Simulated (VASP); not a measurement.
Here is a VASP 6.6.1 calculation.

The input INCAR:

```
ALGO = Normal
DIPOL = 0.5 0.5 0.402
EDIFF = 1E-6
ENCUT = 520
GGA = PE
IDIPOL = 3
ISIF = 2
ISMEAR = 0
IVDW = 12
LASPH = T
LCHARG = T
LDIPOL = T
LELF = T
LREAL = F
LVACPOTAV = T
LVHAR = T
LWAVE = F
NBANDS = 35
NELM = 80
PREC = Accurate
SIGMA = 0.05
```

File KPOINTS:

```
k-points
0
Gamma
  9 9 1
```

The input POSCAR:

```
Te2Mo
1.0
    3.5038817003      0.0000000000      0.0000000000
   -1.7519408501      3.0344505643      0.0000000000
    0.0000000000      0.0000000000     24.7677199090
Te Mo
4 2
Direct
    0.3333333333      0.6666666667      0.1816881011
    0.3333333333      0.6666666667      0.3284056823
    0.3333333333      0.6666666667      0.4749674172
    0.3333333333      0.6666666667      0.6216849983
    0.6666666667      0.3333333333      0.2550468917
    0.0000000000      1.0000000000      0.5483262077
```

Potentials or basis: VASP PAW PBE potentials, release 64 (Te, Mo_sv).

Launch:

```console
$ cat potpaw_PBE.64/Te/POTCAR potpaw_PBE.64/Mo_sv/POTCAR > POTCAR
$ mpirun -np 1 vasp_std > vasp.out
```

**Question.** Estimate the band gap on the k mesh.

**Answer.** 1.12 eV (least direct gap 1.19 eV).

**Question.** Estimate the dispersion energy per atom.

**Answer.** -0.459 eV.

Forces in eV/Å, atoms in the order of the input:
```
Te   0.000  0.000  0.006
Te   0.000  0.000 -0.198
Te   0.000  0.000  0.198
Te   0.000  0.000 -0.006
Mo   0.000  0.000 -0.055
Mo   0.000  0.000  0.055
```

Caveat: spin-orbit coupling is left out, which moves the levels of the heavy elements.
